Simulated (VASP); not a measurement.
# Be27N2 in VASP: further runs

The runs below take Be27N2 through single point, with PBE+D3(BJ).

Everything below comes from runs of VASP 6.6.1. Logs are shortened: lines on timing, memory, paths and dates and some standing lists are left out, and cuts for length are marked.

## (1) The cell of the first run

The cell holds a slab with vacuum, 29 atoms: a = 6.870 Å, b = 6.870 Å, c = 14.588 Å, α = 90.00°, β = 90.00°, γ = 60.00°.

## (2) Single point, PBE+D3(BJ)

Input file INCAR:

```
  PREC = Accurate
  ENCUT = 520
  EDIFF = 1E-6
  ISMEAR = 0
  SIGMA = 0.15
  LREAL = Auto
  LASPH = T
  NELM = 100
  ALGO = Normal
  ISIF = 2
  LWAVE = F
  LCHARG = F
  GGA = PE
  IVDW = 12
  NBANDS = 52
```

Input file KPOINTS:

```
Automatic mesh
0
Gamma
  4 4 1
```

Input file POSCAR:

```
Be27N2
1.0
    6.8700000000      0.0000000000      0.0000000000
    3.4350000000      5.9495950000      0.0000000000
    0.0000000000      0.0000000000     14.5884300000
Be N
27 2
Direct
    0.0000000000      0.0000000000      0.0685475000
    0.3333333000      0.0000000000      0.0685475000
    0.6666667000      0.0000000000      0.0685475000
    0.0000000000      0.3333333000      0.0685475000
    0.3333333000      0.3333333000      0.0685475000
    0.6666667000      0.3333333000      0.0685475000
    0.0000000000      0.6666667000      0.0685475000
    0.3333333000      0.6666667000      0.0685475000
    0.6666667000      0.6666667000      0.0685475000
   -0.1107477463      0.2218853833      0.1933462236
    0.2222032632      0.2224742430      0.1934519667
    0.5553073263      0.2220915700      0.1933703844
   -0.1112336365      0.5554733642      0.1933464388
    0.2224629098      0.5553146978      0.1934274128
    0.5554615143      0.5558131757      0.1934003704
   -0.1111832357      0.8891940176      0.1935061362
    0.2219387578      0.8889011715      0.1934090233
    0.5557797467      0.8888020433      0.1933051671
    0.0000055005      0.0000927435      0.3184117872
    0.3334011440     -0.0000673010      0.3182546836
    0.6665512690      0.0000264554      0.3183559423
   -0.0000208504      0.3333096882      0.3182319565
    0.3333854432      0.3333242052      0.3184236894
    0.6667173474      0.3331692944      0.3179894198
   -0.0000015527      0.6665743944      0.3183566889
    0.3332798283      0.6666887626      0.3182722706
    0.6666762808      0.6668188969      0.3178860314
    0.5614636437      0.5740129645      0.5668827909
    0.7269101928      0.5628667319      0.5714578002
```

Potentials or basis: VASP PAW PBE potentials, release 64 (Be, N).

On the command line:

```sh
$ cat potpaw_PBE.64/Be/POTCAR potpaw_PBE.64/N/POTCAR > POTCAR
$ mpirun -np 1 vasp_std > vasp.out
```

OUTCAR:

```text
PREC = Accurate
   ENCUT = 520
   EDIFF = 1E-6
   ISMEAR = 0
   LREAL = Auto
   LASPH = T
   NELM = 100
   ISIF = 2
   GGA = PE
   IVDW = 12
 IVDW          = 12

 ion  position               nearest neighbor table
   1  0.000  0.000  0.069-  10 2.25  17 2.25  16 2.25   3 2.29   2 2.29   8 2.29   4 2.29   6 2.29
                             7 2.29
   2  0.333  0.000  0.069-  18 2.25  17 2.25  11 2.25   1 2.29   4 2.29   5 2.29   8 2.29   9 2.29
                             3 2.29
   3  0.667  0.000  0.069-  18 2.25  12 2.25  16 2.25   1 2.29   6 2.29   7 2.29   9 2.29   5 2.29
                             2 2.29
   4  0.000  0.333  0.069-  13 2.25  10 2.25  11 2.25   6 2.29   5 2.29   2 2.29   1 2.29   9 2.29
                             7 2.29
   5  0.333  0.333  0.069-  12 2.25  14 2.25  11 2.25   4 2.29   2 2.29   3 2.29   7 2.29   6 2.29
                             8 2.29
   6  0.667  0.333  0.069-  10 2.25  15 2.25  12 2.25   4 2.29   1 2.29   3 2.29   5 2.29   9 2.29
                             8 2.29
   7  0.000  0.667  0.069-  13 2.25  14 2.25  16 2.25   9 2.29   8 2.29   3 2.29   1 2.29   5 2.29
                             4 2.29
   8  0.333  0.667  0.069-  15 2.25  17 2.25  14 2.25   7 2.29   1 2.29   2 2.29   9 2.29   6 2.29
                             5 2.29
   9  0.667  0.667  0.069-  18 2.25  13 2.25  15 2.25   7 2.29   3 2.29   2 2.29   4 2.29   8 2.29
[... 22 lines left out ...]
                            22 2.29
  21  0.667  0.000  0.318-  16 2.25  12 2.25  18 2.25  27 2.29  20 2.29  24 2.29  23 2.29  25 2.29
                            19 2.29
  22  1.000  0.333  0.318-  11 2.25  10 2.25  13 2.25  19 2.29  25 2.29  24 2.29  20 2.29  27 2.29
                            23 2.29
  23  0.333  0.333  0.318-  11 2.25  14 2.25  12 2.25  21 2.29  24 2.29  26 2.29  25 2.29  20 2.29
                            22 2.29
  24  0.667  0.333  0.318-  12 2.25  15 2.25  10 2.25  19 2.29  21 2.29  23 2.29  22 2.29  26 2.29
                            27 2.29
  25  1.000  0.667  0.318-  16 2.25  14 2.25  13 2.25  27 2.29  22 2.29  23 2.29  26 2.29  21 2.29
                            19 2.29
  26  0.333  0.667  0.318-  14 2.25  15 2.25  17 2.25  20 2.29  23 2.29  25 2.29  19 2.29  27 2.29
                            24 2.29
  27  0.667  0.667  0.318-  15 2.25  13 2.25  18 2.25  21 2.29  20 2.29  25 2.29  22 2.29  26 2.29
                            24 2.29
  28  0.561  0.574  0.567-  29 1.10
  29  0.727  0.563  0.571-  28 1.10

  LATTYP: Found a hexagonal cell.
 ALAT       =     6.8700004122
 C/A-ratio  =     2.1234976892

  Lattice vectors:

 A1 = (  -3.4350000000,  -5.9495950000,   0.0000000000)
 A2 = (   6.8700000000,   0.0000000000,   0.0000000000)
 A3 = (   0.0000000000,   0.0000000000,  14.5884300000)

Analysis of symmetry for initial positions (statically):
=====================================================================
 Subroutine PRICEL returns:
 Original cell was already a primitive cell.
[... 174 lines left out ...]
   EMIN   =  10.00;   EMAX   =-10.00  energy-range for DOS
   EFERMI =   0.00;   METHOD = LEGACY
   ISMEAR =     0;   SIGMA  =   0.15  broadening in eV -4-tet -1-fermi 0-gaus
   EFERMI_NEDOS =   21; number of points for ismear=-14 and -15
   IALGO  =     38    algorithm
   IMIX   =      4    mixing-type and parameters
     AMIX     =   0.40;   BMIX     =  1.00
     AMIX_MAG =   1.60;   BMIX_MAG =  1.00
  volume/ion in A,a.u.               =      20.56       138.76
  Fermi-wavevector in a.u.,A,eV,Ry     =   0.778008  1.470221  8.235553  0.605296
  Thomas-Fermi vector in A             =   1.880814
   LORBIT       =      0    0 simple, 1 ext, 2 COOP (PROOUT), +10 PAW based schemes
   GGA     = PE    functional components
   LHFCALC =     F    Hartree Fock is set to
   AEXX    =    0.0000 exact exchange contribution
   IVDW    =    12    specifies the selected vdW correction
   LEPSILON=     F    determine dielectric tensor
   LRPA    =     F    only Hartree local field effects (RPA)
 non-spin polarized calculation
 Gauss-broadening in eV      SIGMA  =   0.15
  energy-cutoff  :      520.00
  volume of cell :      596.28
 maximum number of plane-waves:     16072
 NGX is ok and might be reduce to    54
   NGX = 25   NGY = 25   NGZ = 55

 number of electron      64.0000001 magnetization

 Free energy of the ion-electron system (eV)
  ---------------------------------------------------
  ext. energy  EPLUGINS =         0.00000000
  ---------------------------------------------------
  free energy    TOTEN  =      -109.00552402 eV

  energy without entropy =     -108.84739292  energy(sigma->0) =     -108.92645847

 E-fermi :  -0.7393     XC(G=0):  -5.7724

 val. band max:       -0.7424365452   @ k =   0.2500   0.5000   0.0000
 cond. band min:      -0.7385089513   @ k =   0.5000   0.5000   0.0000
 fundamental gap:      0.0039275939
 Fermi energy:        -0.7392641437

 k-point     1 :       0.0000    0.0000    0.0000
  band No.  band energies     occupation
      1     -23.8404      2.00000
      2     -10.2737      2.00000
      3      -8.9579      2.00000
      4      -8.0500      2.00000
      5      -7.1526      2.00000
      6      -7.1277      2.00000
[... 459 lines left out ...]
     43       2.7280      0.00000
     44       3.3589      0.00000
 [bands above 44 left out]

------------------------ aborting loop because EDIFF is reached ----------------------------------------

 Edisp (eV)   -6.05506

 E8    (eV) :    -2.1915

  FORCE on cell =-STRESS in cart. coord.  units (eV):
  Direction    XX          YY          ZZ          XY          YZ          ZX
  --------------------------------------------------------------------------------------
  -------------------------------------------------------------------------------------
  Total     -24.69293   -26.57057    -0.04414    -0.11469    -0.00349     0.11534
  in kB     -66.34841   -71.39352    -0.11859    -0.30817    -0.00937     0.30992
  external pressure =      -45.95 kB  Pullay stress =        0.00 kB

 VOLUME and BASIS-vectors are now :
 -----------------------------------------------------------------------------
  energy-cutoff  :      520.00
  volume of cell :      596.28
      direct lattice vectors                 reciprocal lattice vectors
     6.870000000  0.000000000  0.000000000     0.145560408 -0.084039334  0.000000000
     3.435000000  5.949595000  0.000000000     0.000000000  0.168078668  0.000000000
     0.000000000  0.000000000 14.588430000     0.000000000  0.000000000  0.068547472

 POSITION                                       TOTAL-FORCE (eV/Angst)
 -----------------------------------------------------------------------------------
      0.00000      0.00000      1.00000        -0.002873     -0.004263     -0.006896
      2.29000      0.00000      1.00000        -0.001083      0.006261     -0.005492
      4.58000      0.00000      1.00000         0.003628      0.000960     -0.006395
      1.14500      1.98320      1.00000         0.004565     -0.003691     -0.006701
      3.43500      1.98320      1.00000        -0.003677     -0.003116     -0.005816
      5.72500      1.98320      1.00000        -0.001013     -0.001652     -0.005505
[... 21 lines left out ...]
      5.82899      3.41514      8.26993        -1.728305      0.105334     -0.104476
      6.92732      3.34883      8.33667         1.728612     -0.104775      0.107040
 -----------------------------------------------------------------------------------
    total drift:                                0.000178     -0.000122      0.000505

  FREE ENERGIE OF THE ION-ELECTRON SYSTEM (eV)
  ---------------------------------------------------
  free  energy   TOTEN  =      -115.0605858829 eV

  energy  without entropy=     -114.9024547800  energy(sigma->0) =     -114.98152033
```

OSZICAR:

```text
N       E                     dE             d eps       ncg     rms          rms(c)
DAV:   1     0.224880092300E+03    0.22488E+03   -0.22074E+04  1040   0.943E+02
DAV:   2    -0.868061761352E+02   -0.31169E+03   -0.29388E+03  1400   0.186E+02
DAV:   3    -0.115523795703E+03   -0.28718E+02   -0.27732E+02  1304   0.514E+01
[... 10 lines left out ...]
DAV:  14    -0.109004107316E+03   -0.16150E-02   -0.14275E-03  1296   0.122E-01    0.285E-02
DAV:  15    -0.109005346812E+03   -0.12395E-02   -0.35141E-04  1244   0.638E-02    0.129E-02
DAV:  16    -0.109005467243E+03   -0.12043E-03   -0.33254E-05  1352   0.197E-02    0.480E-03
DAV:  17    -0.109005515213E+03   -0.47969E-04   -0.99024E-06  1136   0.955E-03    0.263E-03
DAV:  18    -0.109005523273E+03   -0.80605E-05   -0.19084E-06  1192   0.415E-03    0.927E-04
DAV:  19    -0.109005524019E+03   -0.74633E-06   -0.22984E-07   892   0.147E-03
   1 F= -.11506059E+03 E0= -.11498152E+03  d E =-.158131E+00
```

stdout:

```text
POSCAR found type information on POSCAR BeN
 POSCAR found :  2 types and      29 ions
 scaLAPACK will be used
 LDA part: xc-table for (Slater+PW92), standard interpolation
 POSCAR, INCAR and KPOINTS ok, starting setup
 FFT: planning ... GRIDC
 FFT: planning ... GRID_SOFT
 FFT: planning ... GRID
 WAVECAR not read
 entering main loop
```

Wall time 8.2 min (1 thread of Intel Xeon 6975P-C (Granite Rapids), shared host); peak memory 0.71 GiB.

What came out:

| Item | Value |
| --- | --- |
| Free energy | -115.0606 eV |
| Largest force | 1.735 eV/Å |
| Band gap on the k mesh | zero (bands 32 and 33 overlap by 0.85 eV) |
| Dispersion energy per atom | -0.209 eV |

Forces on the atoms (eV/Å):
```
Be  -0.003 -0.004 -0.007
Be  -0.001  0.006 -0.005
Be   0.004  0.001 -0.006
Be   0.005 -0.004 -0.007
Be  -0.004 -0.003 -0.006
Be  -0.001 -0.002 -0.006
Be   0.003  0.004 -0.004
Be  -0.003  0.002 -0.005
Be  -0.001 -0.001 -0.006
Be  -0.001  0.001  0.000
Be  -0.001 -0.001 -0.001
Be   0.001  0.000  0.000
Be   0.001  0.000 -0.001
Be   0.000  0.001  0.000
Be  -0.001 -0.001 -0.002
Be  -0.001 -0.001 -0.001
Be   0.001  0.000  0.000
Be   0.000  0.001 -0.001
Be   0.000  0.000  0.005
Be   0.000  0.000  0.006
Be   0.000  0.000  0.006
Be   0.000  0.000  0.007
Be   0.000  0.000  0.006
Be   0.000  0.000  0.006
Be   0.000  0.001  0.006
Be   0.000  0.000  0.007
Be   0.000  0.000  0.006
N   -1.728  0.105 -0.104
N    1.729 -0.105  0.107
```

Caveat: the standard files for N, O and F lose accuracy on very short bonds.

## (3) Single point, PBE+D3(BJ)

Input file INCAR:

```
PREC = Accurate
ENCUT = 520
EDIFF = 1E-6
ISMEAR = 0
SIGMA = 0.15
LREAL = Auto
LASPH = True
NELM = 100
ALGO = Normal
ISIF = 2
LWAVE = False
LCHARG = False
GGA = PE
IVDW = 12
NBANDS = 52
```

Input file KPOINTS:

```
regular mesh
0
Gamma
  4 4 1
```

Input file POSCAR:

```
Be27N2
1.0
    6.8700000000      0.0000000000      0.0000000000
    3.4350000000      5.9495950000      0.0000000000
    0.0000000000      0.0000000000     14.5884300000
Be N
27 2
Direct
    0.0000000000      0.0000000000      0.0685474722
    0.3333333333      0.0000000000      0.0685474722
    0.6666666667      0.0000000000      0.0685474722
    0.0000000280      0.3333332773      0.0685474722
    0.3333333613      0.3333332773      0.0685474722
    0.6666666947      0.3333332773      0.0685474722
   -0.0000000280      0.6666667227      0.0685474722
    0.3333333053      0.6666667227      0.0685474722
    0.6666666387      0.6666667227      0.0685474722
   -0.1107477722      0.2218853552      0.1933462340
    0.2222031688      0.2224743029      0.1934520027
    0.5553073357      0.2220915877      0.1933703627
   -0.1112336631      0.5554734398      0.1933464396
    0.2224628461      0.5553147735      0.1934273942
    0.5554615589      0.5558131268      0.1934003865
   -0.1111831569      0.8891939703      0.1935061552
    0.2219387854      0.8889011773      0.1934090235
    0.5557797806      0.8888020109      0.1933051740
    0.0000054298      0.0000927794      0.3184117825
    0.3334011558     -0.0000672315      0.3182546717
    0.6665512891      0.0000263884      0.3183559163
   -0.0000208120      0.3333097463      0.3182319825
    0.3333854977      0.3333242011      0.3184237097
    0.6667174216      0.3331692325      0.3179893930
   -0.0000016342      0.6665744475      0.3183566703
    0.3332797925      0.6666887410      0.3182722884
    0.6666763181      0.6668188339      0.3178860234
    0.5614636496      0.5740130211      0.5668827968
    0.7269101645      0.5628667161      0.5714577922
```

Potentials or basis: VASP PAW PBE potentials, release 64 (Be, N).

On the command line:

```sh
$ cat potpaw_PBE.64/Be/POTCAR potpaw_PBE.64/N/POTCAR > POTCAR
$ mpirun -np 1 vasp_std > vasp.out
```

Wall time 5.5 min (1 thread of Intel Xeon 6975P-C (Granite Rapids), shared host); peak memory 0.71 GiB.

The run converged. Its results:

```yaml
Free_energy: -115.0606 eV
Largest_force: 1.735 eV/Å
Band_gap_on_the_k_mesh: zero (bands 32 and 33 overlap by 0.85 eV)
Dispersion_energy_per_atom: -0.209 eV
```

Forces on the atoms (eV/Å):
```
Be  -0.003 -0.004 -0.007
Be  -0.001  0.006 -0.005
Be   0.004  0.001 -0.006
Be   0.005 -0.004 -0.007
Be  -0.004 -0.003 -0.006
Be  -0.001 -0.002 -0.006
Be   0.003  0.004 -0.004
Be  -0.003  0.002 -0.005
Be  -0.001 -0.001 -0.006
Be  -0.001  0.001  0.000
Be  -0.001 -0.001 -0.001
Be   0.001  0.000  0.000
Be   0.001  0.000 -0.001
Be   0.000  0.001  0.000
Be  -0.001 -0.001 -0.002
Be  -0.001 -0.001 -0.001
Be   0.001  0.000  0.000
Be   0.000  0.001 -0.001
Be   0.000  0.000  0.005
Be   0.000  0.000  0.006
Be   0.000  0.000  0.006
Be   0.000  0.000  0.007
Be   0.000  0.000  0.006
Be   0.000  0.000  0.006
Be   0.000  0.001  0.006
Be   0.000  0.000  0.007
Be   0.000  0.000  0.006
N   -1.728  0.105 -0.104
N    1.729 -0.105  0.107
```

Levels at points of the mesh, in eV from the Fermi level:
| k point | band 29 | band 30 | band 31 | band 32 | band 33 | band 34 | band 35 | band 36 |
| --- | --- | --- | --- | --- | --- | --- | --- | --- |
| (0.00, 0.00, 0.00) | -0.62 | -0.22 | -0.20 | 0.84 | 0.85 | 0.89 | 0.89 | 1.82 |
| (0.50, 0.00, 0.00) | -0.75 | -0.74 | -0.01 | 0.00 | 0.00 | 0.00 | 1.23 | 1.24 |
| (0.50, 0.50, 0.00) | -0.75 | -0.74 | -0.01 | 0.00 | 0.00 | 0.00 | 1.23 | 1.23 |
| (0.00, 0.50, 0.00) | -0.75 | -0.73 | -0.01 | -0.01 | 0.00 | 0.00 | 1.22 | 1.23 |

Caveat: the standard files for N, O and F lose accuracy on very short bonds.
